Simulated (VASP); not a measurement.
A run of VASP 6.6.1:

File POSCAR:

```
CaPd
1.0
    3.5119461063      0.0000000000      0.0000000000
    0.0000000000      3.5119461063      0.0000000000
    0.0000000000      0.0000000000      3.5119461063
Ca Pd
1 1
Direct
    0.0000000000      0.0000000000      0.0000000000
    0.5000000000      0.5000000000      0.5000000000
```

File INCAR.step1:

```
SYSTEM = CaPd
PREC = Accurate ; ENCUT = 520
ISMEAR = -1 ; SIGMA = 0.2
LREAL = .FALSE. ; LASPH = .TRUE.
NELM = 80 ; NBANDS = 17
GGA = PE ; ALGO = Normal
EDIFF = 1E-4 ; LWAVE = .TRUE.
LCHARG = .FALSE.
```

File INCAR.step2:

```
SYSTEM = CaPd
PREC = Accurate ; ENCUT = 520
EDIFF = 1E-6 ; ISMEAR = -1
SIGMA = 0.2 ; LREAL = .FALSE.
LASPH = .TRUE. ; NELM = 80
ALGO = Normal ; ISIF = 2
LWAVE = .FALSE. ; LCHARG = .FALSE.
METAGGA = R2SCAN ; LMIXTAU = .TRUE.
NBANDS = 17 ; ISTART = 1
```

Contents of KPOINTS:

```
Automatic mesh
0
G
  9 9 9
  0 0 0
```

Potentials or basis: VASP PAW PBE potentials, release 64 (Ca_sv, Pd).

The run is started by

```sh
$ cat potpaw_PBE.64/Ca_sv/POTCAR potpaw_PBE.64/Pd/POTCAR > POTCAR
$ cp INCAR.step1 INCAR
$ mpirun -np 1 vasp_std > vasp.out
$ cp INCAR.step2 INCAR
$ mpirun -np 1 vasp_std > vasp.out
```

Hardware: 1 thread of Intel(R) Xeon(R) Platinum 8488C (Sapphire Rapids) (shared host).

Question: How long does it take, and how much memory?

Answer: Wall time 87 s on 1 thread of Intel(R) Xeon(R) Platinum 8488C (Sapphire Rapids), with other jobs on the host, peak memory 0.18 GiB. Counts: k points 35.
